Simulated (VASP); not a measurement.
# Ta3H in VASP: relaxation of the atoms with PBE

Aim: the relaxation of the atoms of Ta3H with PBE.

Everything below comes from runs of VASP 6.6.1. Logs are shortened: lines on timing, memory, paths and dates and some standing lists are left out, and cuts for length are marked.

### 1 The cell of the first run

The cell holds a slab with vacuum, 4 atoms: a = 2.874 Å, b = 2.874 Å, c = 20.027 Å, α = 90.00°, β = 90.00°, γ = 109.47°.

### 2 Relaxation of the atoms, PBE

Contents of INCAR:

```
SYSTEM = Ta3H
ALGO = Normal
DIPOL = 0.5 0.5 0.352
EDIFF = 1E-6
EDIFFG = -0.025
ENCUT = 520
GGA = PE
IBRION = 2
IDIPOL = 3
ISIF = 2
ISMEAR = 0
LASPH = .TRUE.
LCHARG = .FALSE.
LDIPOL = .TRUE.
LREAL = .FALSE.
LWAVE = .FALSE.
NELM = 60
NSW = 36
PREC = Accurate
SIGMA = 0.1
```

Contents of KPOINTS:

```
k-points
0
G
  10 10 1
  0 0 0
```

Contents of POSCAR:

```
Ta3H
1.0
    2.8743098524      0.0000000000      0.0000000000
   -0.9581032841      2.7099253172      0.0000000000
    0.0000000000      0.0000000000     20.0266897040
Ta H
3 1
Selective dynamics
Direct
    0.5000000000      0.5000000000      0.1997334587  F F F
    0.0000000000      0.0000000000      0.3127671377  F F F
    0.5000000000      0.5000000000      0.4257663064  F F F
    1.0000000000      1.0000000000      0.4710112759  F F T
```

Potentials or basis: VASP PAW PBE potentials, release 64 (Ta_pv, H).

Started as:

```console
$ cat potpaw_PBE.64/Ta_pv/POTCAR potpaw_PBE.64/H/POTCAR > POTCAR
$ mpirun -np 1 vasp_std > vasp.out
```

OUTCAR:

```text
SYSTEM = Ta3H
   EDIFF = 1E-6
   EDIFFG = -0.025
   ENCUT = 520
   GGA = PE
   IBRION = 2
   ISIF = 2
   ISMEAR = 0
   LASPH = .TRUE.
   LREAL = .FALSE.
   NELM = 60
   NSW = 36
   PREC = Accurate

 ion  position               nearest neighbor table
   1  0.500  0.500  0.200-   2 2.81   2 2.81   2 3.26   2 3.26
   2  0.000  0.000  0.313-   3 2.81   3 2.81   1 2.81   1 2.81   3 3.26   3 3.26   1 3.26   1 3.26

   3  0.500  0.500  0.426-   4 1.89   4 1.89   2 2.81   2 2.81   2 3.26   2 3.26
   4  0.000  0.000  0.471-   3 1.89   3 1.89

  LATTYP: Found a base centered orthorhombic cell.
 ALAT       =     3.3189671341
 B/A-ratio  =     1.4142135623
 C/A-ratio  =     6.0340126596

  Lattice vectors:

 A1 = (   2.8743098524,   0.0000000000,   0.0000000000)
 A2 = (  -0.9581032841,   2.7099253172,   0.0000000000)
 A3 = (   0.0000000000,   0.0000000000,  20.0266897040)

Analysis of symmetry for initial positions (statically):
=====================================================================
 Subroutine PRICEL returns:
 Original cell was already a primitive cell.

 Routine SETGRP: Setting up the symmetry group for a
 base centered orthorhombic supercell.

 Subroutine GETGRP returns: Found  4 space group operations
 (whereof  4 operations were pure point group operations)
 out of a pool of  8 trial point group operations.

The static configuration has the point symmetry C_2v.

Analysis of symmetry for dynamics (positions and initial velocities):
=====================================================================
 Subroutine PRICEL returns:
 Original cell was already a primitive cell.

 Routine SETGRP: Setting up the symmetry group for a
 base centered orthorhombic supercell.

 Subroutine GETGRP returns: Found  4 space group operations
 (whereof  4 operations were pure point group operations)
 out of a pool of  8 trial point group operations.

The dynamic configuration has the point symmetry C_2v.

Analysis of constrained symmetry for selective dynamics:
=====================================================================
 Subroutine PRICEL returns:
 Original cell was already a primitive cell.

 Routine SETGRP: Setting up the symmetry group for a
 base centered orthorhombic supercell.

 Subroutine GETGRP returns: Found  4 space group operations
 (whereof  4 operations were pure point group operations)
 out of a pool of  8 trial point group operations.

The constrained configuration has the point symmetry C_2v.

 Subroutine INISYM returns: Found  4 space group operations
 (whereof  4 operations are pure point group operations),
 and found     1 'primitive' translations

----------------------------------------------------------------------------------------

                                     Primitive cell

  volume of cell :     155.9912

  direct lattice vectors                    reciprocal lattice vectors
     2.874309852  0.000000000  0.000000000     0.347909603  0.123004620  0.000000000
    -0.958103284  2.709925317  0.000000000     0.000000000  0.369013859  0.000000000
     0.000000000  0.000000000 20.026689704     0.000000000  0.000000000  0.049933365

  length of vectors
     2.874309852  2.874309852 20.026689704     0.369013859  0.369013859  0.049933365

  position of ions in fractional coordinates (direct lattice)
     0.500000000  0.500000000  0.199733459
     0.000000000  0.000000000  0.312767138
     0.500000000  0.500000000  0.425766306
     0.000000000  0.000000000  0.471011276

  ion indices of the primitive-cell ions
   primitive index   ion index
                 1           1
                 2           2
                 3           3
                 4           4

----------------------------------------------------------------------------------------

 KPOINTS: k-points

Automatic generation of k-mesh.
 Grid dimensions read from file:
 generate k-points for:   10   10    1

 Generating k-lattice:

  Cartesian coordinates                     Fractional coordinates (reciprocal lattice)
     0.034790960  0.012300462  0.000000000     0.100000000  0.000000000  0.000000000
     0.000000000  0.036901386  0.000000000     0.000000000  0.100000000  0.000000000
     0.000000000  0.000000000  0.049933365     0.000000000  0.000000000  1.000000000

  Length of vectors
     0.036901386  0.036901386  0.049933365

  Shift w.r.t. Gamma in fractional coordinates (k-lattice)
     0.000000000  0.000000000  0.000000000

 Subroutine IBZKPT returns following result:
 ===========================================

 Found     31 irreducible k-points:

 Following reciprocal coordinates:
            Coordinates               Weight
  0.000000  0.000000  0.000000      1.000000
  0.100000  0.000000  0.000000      4.000000
  0.200000  0.000000  0.000000      4.000000
  0.300000  0.000000  0.000000      4.000000
  0.400000  0.000000  0.000000      4.000000
  0.500000  0.000000  0.000000      2.000000
[... 16 lines left out ...]
  0.300000  0.300000  0.000000      2.000000
  0.400000  0.300000  0.000000      4.000000
 [... further k-points ...]
   k-points           NKPTS =     31   k-points in BZ     NKDIM =     31   number of bands    NBANDS=     21
   number of dos      NEDOS =    301   number of ions     NIONS =      4
   total plane-waves  NPLWV =  86400
   dimension x,y,z NGX =    24 NGY =   24 NGZ =  150
   dimension x,y,z NGXF=    48 NGYF=   48 NGZF=  300
   ions per type =               3   1
   NGX,Y,Z   is equivalent  to a cutoff of  13.88, 13.88, 12.45 a.u.
   NGXF,Y,Z  is equivalent  to a cutoff of  27.76, 27.76, 24.90 a.u.
 SYSTEM =  Ta3H
   PREC   = accura    normal or accurate (medium, high low for compatibility)
   ISTART =      0    job   : 0-new  1-cont  2-samecut
   ICHARG =      2    charge: 1-file 2-atom 10-const
   ISPIN  =      1    spin polarized calculation?
   LNONCOLLINEAR =      F non collinear calculations
   LSORBIT =      F    spin-orbit coupling
   LASPH  =      T    aspherical Exc in radial PAW
   ENCUT  =  520.0 eV  38.22 Ry    6.18 a.u.   5.34  5.34 37.24*2*pi/ulx,y,z
   NELM   =     60;   NELMIN=  2; NELMDL= -5     # of ELM steps
   EDIFF  = 0.1E-05   stopping-criterion for ELM
   LREAL  =      F    real-space projection
   EDIFFG = -.3E-01   stopping-criterion for IOM
   NSW    =     36    number of steps for IOM
   IBRION =      2    ionic relax: 0-MD 1-quasi-New 2-CG
   NFREE  =      1    steps in history (QN), initial steepest desc. (CG)
   ISIF   =      2    stress and relaxation
   ISYM   =      2    0-nonsym 1-usesym 2-fastsym
   POTIM  = 0.5000    time-step for ionic-motion
   TEBEG  =    0.0;   TEEND  =   0.0 temperature during run
   PSTRESS=    0.0 pullay stress
   NELECT =      34.0000    total number of electrons
   NUPDOWN=      -1.0000    fix difference up-down
   EMIN   =  10.00;   EMAX   =-10.00  energy-range for DOS
   EFERMI =   0.00;   METHOD = LEGACY
   ISMEAR =     0;   SIGMA  =   0.10  broadening in eV -4-tet -1-fermi 0-gaus
   EFERMI_NEDOS =   21; number of points for ismear=-14 and -15
   IALGO  =     38    algorithm
   IMIX   =      4    mixing-type and parameters
     AMIX     =   0.40;   BMIX     =  1.00
     AMIX_MAG =   1.60;   BMIX_MAG =  1.00
  volume/ion in A,a.u.               =      39.00       263.17
  Fermi-wavevector in a.u.,A,eV,Ry     =   0.985223  1.861801 13.206684  0.970664
  Thomas-Fermi vector in A             =   2.116514
   LORBIT       =      0    0 simple, 1 ext, 2 COOP (PROOUT), +10 PAW based schemes
   GGA     = PE    functional components
   LHFCALC =     F    Hartree Fock is set to
   AEXX    =    0.0000 exact exchange contribution
   IVDW    =     0    specifies the selected vdW correction
   LEPSILON=     F    determine dielectric tensor
   LRPA    =     F    only Hartree local field effects (RPA)
 conjugate gradient relaxation of ions
 non-spin polarized calculation
 Gauss-broadening in eV      SIGMA  =   0.10
  energy-cutoff  :      520.00
  volume of cell :      155.99
 maximum number of plane-waves:      4238
 NGX is ok and might be reduce to    24
   NGX = 11   NGY = 11   NGZ = 75

 dipolmoment           0.000000      0.000000      0.043195 electrons x Angstroem

--------------------------------------- Ionic step        1  -------------------------------------------

 number of electron      33.9999997 magnetization

 Free energy of the ion-electron system (eV)
  ---------------------------------------------------
  ext. energy  EPLUGINS =         0.00000000
  ---------------------------------------------------
  free energy    TOTEN  =       -37.18556732 eV

  energy without entropy =      -37.16721865  energy(sigma->0) =      -37.17639299

------------------------ aborting loop because EDIFF is reached ----------------------------------------

  FORCE on cell =-STRESS in cart. coord.  units (eV):
  Direction    XX          YY          ZZ          XY          YZ          ZX
  --------------------------------------------------------------------------------------
  -------------------------------------------------------------------------------------
  Total       -1.8520455     -1.3389950      1.6820080      0.7255629      0.0000000      0.0000000
  in kB      -19.0222618    -13.7527477     17.2758154      7.4522183      0.0000000      0.0000000
  external PRESSURE =      -5.1663980 kB  Pullay stress =       0.0000000 kB
[... 137 lines left out ...]
  energy  without entropy=      -37.1982721053  energy(sigma->0) =      -37.20646910

--------------------------------------- Ionic step        5  -------------------------------------------

 number of electron      33.9999997 magnetization

 dipolmoment           0.000000      0.000000     -0.027604 electrons x Angstroem

 Free energy of the ion-electron system (eV)
  ---------------------------------------------------
  ext. energy  EPLUGINS =         0.00000000
  ---------------------------------------------------
  free energy    TOTEN  =       -37.23345961 eV

  energy without entropy =      -37.21528997  energy(sigma->0) =      -37.22437479

 E-fermi :  -0.6472     XC(G=0):  -5.5047

 val. band max:       -0.6667785476   @ k =   0.3000   0.3000   0.0000
 cond. band min:      -0.6411110706   @ k =   0.5000   0.4000   0.0000
 fundamental gap:      0.0256674770
 Fermi energy:        -0.6471824569

 k-point     1 :       0.0000    0.0000    0.0000
  band No.  band energies     occupation
      1     -35.1724      2.00000
      2     -34.8522      2.00000
      3     -34.4809      2.00000
      4     -34.3068      2.00000
      5     -34.2203      2.00000
      6     -34.1180      2.00000
[... 550 lines left out ...]
      5     -34.7171      2.00000
      6     -34.7036      2.00000
[... 13 lines left out ...]
     20       1.9959      0.00000
     21       2.4741      0.00000

 [... further k-points ...]

------------------------ aborting loop because EDIFF is reached ----------------------------------------

 vacuum level on the upper side and lower side of the slab       (xc-potential included)        -0.329         0.295

  FORCE on cell =-STRESS in cart. coord.  units (eV):
  Direction    XX          YY          ZZ          XY          YZ          ZX
  --------------------------------------------------------------------------------------
  -------------------------------------------------------------------------------------
  Total       -2.3608906     -2.2331835      1.0288501      0.1806052      0.0000000      0.0000000
  in kB      -24.2485835    -22.9369099     10.5672656      1.8549865      0.0000000      0.0000000
  external PRESSURE =     -12.2060759 kB  Pullay stress =       0.0000000 kB

 VOLUME and BASIS-vectors are now :
 -----------------------------------------------------------------------------
  energy-cutoff  :      520.00
  volume of cell :      155.99
      direct lattice vectors                 reciprocal lattice vectors
     2.874309852  0.000000000  0.000000000     0.347909603  0.123004620  0.000000000
    -0.958103284  2.709925317  0.000000000     0.000000000  0.369013859  0.000000000
     0.000000000  0.000000000 20.026689704     0.000000000  0.000000000  0.049933365
[... 10 lines left out ...]
  FREE ENERGIE OF THE ION-ELECTRON SYSTEM (eV)
  ---------------------------------------------------
  free  energy   TOTEN  =       -37.2334596054 eV

  energy  without entropy=      -37.2152899663  energy(sigma->0) =      -37.22437479

 reached required accuracy - stopping structural energy minimisation

 vacuum level on the upper side and lower side of the slab         3.434         4.079
```

Wall time 4.6 min (1 thread of AMD EPYC 9R45 (Zen 5), shared host); peak memory 0.31 GiB.

What came out:

| Quantity | Value |
| --- | --- |
| Free energy | -37.2335 eV |
| Energy gained by relaxing | 12.0 meV/atom |
| Ionic steps | 5 |
| Band gap on the k mesh | zero (bands 17 and 18 overlap by 1.45 eV) |

Step by step:
```csv
step,energy change (eV),largest force on free atoms (eV/Å),pressure (GPa)
1,0.0000,0.5742,-0.52
2,-0.0146,0.4782,-0.63
3,-0.0424,0.1924,-0.98
4,-0.0291,0.3446,-1.64
5,-0.0479,0.0068,-1.22
```

Final structure:
```
CELL_PARAMETERS angstrom
2.87431 0.00000 0.00000
-0.95810 2.70993 0.00000
0.00000 0.00000 20.02669
ATOMIC_POSITIONS crystal
Ta 0.50000 0.50000 0.19973
Ta 0.00000 0.00000 0.31277
Ta 0.50000 0.50000 0.42577
H 0.00000 0.00000 0.47952
```

Caveat: spin-orbit coupling is left out, which moves the levels of the heavy elements.

The gap in the log of VASP goes by the Fermi energy; the results here count the filled bands.